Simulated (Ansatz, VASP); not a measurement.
## Two plane-wave programs on W

```
CELL_PARAMETERS angstrom
-1.59207 1.59207 1.59207
1.59207 -1.59207 1.59207
1.59207 1.59207 -1.59207
ATOMIC_POSITIONS crystal
W 0.00000 0.00000 0.00000
```

Alike in both runs: functional PBE; k mesh 15 × 15 × 15; occupations fermi-dirac, width 0.15 eV; no spin polarisation.

Ansatz relaxed the structure, and its values are those at the end. VASP's run is a single point on that final structure, the one shown.

```csv
,VASP,Ansatz
version,VASP 6.6.1,Ansatz 0.2.0
potentials or method,"VASP PAW PBE potentials, release 64 (W_sv)","plane waves, PAW"
plane-wave cutoff (eV),500,420
valence electrons in the cell,14,14
```

|  | VASP | Ansatz | Ansatz less VASP |
| --- | --- | --- | --- |
| pressure (GPa) | 0.5 | 0.0 | -0.48 |

The functional is the same, so the differences come from potentials, cutoffs and numerics.

Neither program's run includes spin-orbit coupling.
